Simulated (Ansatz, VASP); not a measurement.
## SrO: VASP beside Ansatz

```
Sr O
1.0
     4.27547    0.00000    0.00000
    -2.13773    3.70266    0.00000
     0.00000    0.00000    4.74315
Sr O
2 2
Direct
  0.33333 0.66667 0.93813
  0.66667 0.33333 0.43813
  0.33333 0.66667 0.43687
  0.66667 0.33333 0.93687
```

Change from the starting cell: strain +0.000 along x and y, -0.080 along z, atoms carried along.

Alike in both runs: task single point; functional PBEsol; k mesh 6 × 6 × 6; occupations gaussian, width 0.05 eV; no spin polarisation.

|  | VASP | Ansatz |
| --- | --- | --- |
| version | VASP 6.6.1 | Ansatz 0.2.0 |
| potentials or method | VASP PAW PBE potentials, release 64 (Sr_sv, O), cutoff 520 eV | scalar-relativistic, plane waves, PAW |
| valence electrons in the cell | 32 | 32 |

Ansatz gave:

| Property | Result |
| --- | --- |
| gap on the k mesh at the Fermi level (eV) | 2.31 |
| least direct gap on the mesh (eV) | 2.31 |
| pressure (GPa) | 6.9 |
| traceless stress, the component that is largest in VASP (GPa) | 10.41 |
| rms of the force components (eV/Å) | 0.026 |

**Question.** What did VASP give for the same quantities?

**Answer.** gap on the k mesh at the Fermi level (eV): 2.27; least direct gap on the mesh (eV): 2.27; pressure (GPa): 7.7; traceless stress, the component that is largest in VASP (GPa): 11.02; rms of the force components (eV/Å): 0.028.

VASP's potentials were made for PBE, not for PBEsol. Atom by atom the forces differ by 0.002 eV/Å (rms over components). The functional is the same, so the differences come from potentials, cutoffs and numerics.
